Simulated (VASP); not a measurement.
Write the native input for VASP 6.6.1 that does the following.

- Task: single point
- Functional: PBEsol
- Potentials or basis: VASP PAW PBE potentials, release 64 (Ag)
- Cutoff: 520 eV
- k mesh: 18 × 18 × 18
- Occupations: gaussian, width 0.1 eV
- Spin: no spin polarisation
- Dipole correction: no
- Further INCAR settings: ALGO = Fast; EDIFF = 1e-07; NBANDS = 12

The structure of Ag lies in POSCAR:

```
Ag
1.0
    0.0000000000      2.0272070346      2.0272070346
    2.0272070346      0.0000000000      2.0272070346
    2.0272070346      2.0272070346      0.0000000000
Ag
1
Direct
    0.0000000000      0.0000000000      0.0000000000
```

The input as run:

INCAR

```
SYSTEM = Ag
ALGO = Fast
EDIFF = 1E-7
ENCUT = 520
GGA = PS
ISIF = 2
ISMEAR = 0
LASPH = .TRUE.
LCHARG = .FALSE.
LREAL = .FALSE.
LWAVE = .FALSE.
NBANDS = 12
NELM = 80
PREC = Accurate
SIGMA = 0.1
```

KPOINTS

```
k-points
0
G
  18 18 18
  0 0 0
```

Potentials or basis: VASP PAW PBE potentials, release 64 (Ag).

The run is started by

```bash
$ cat potpaw_PBE.64/Ag/POTCAR > POTCAR
$ mpirun -np 1 vasp_std > vasp.out
```

Results of the run:

The pressure is -0.3 GPa.

Caveat: the PAW data sets were made with another functional, which shifts forces and pressure a little.

It took 12 s on 1 thread of Intel(R) Xeon(R) 6975P-C (Granite Rapids), with other jobs on the host, peak memory 0.16 GiB.
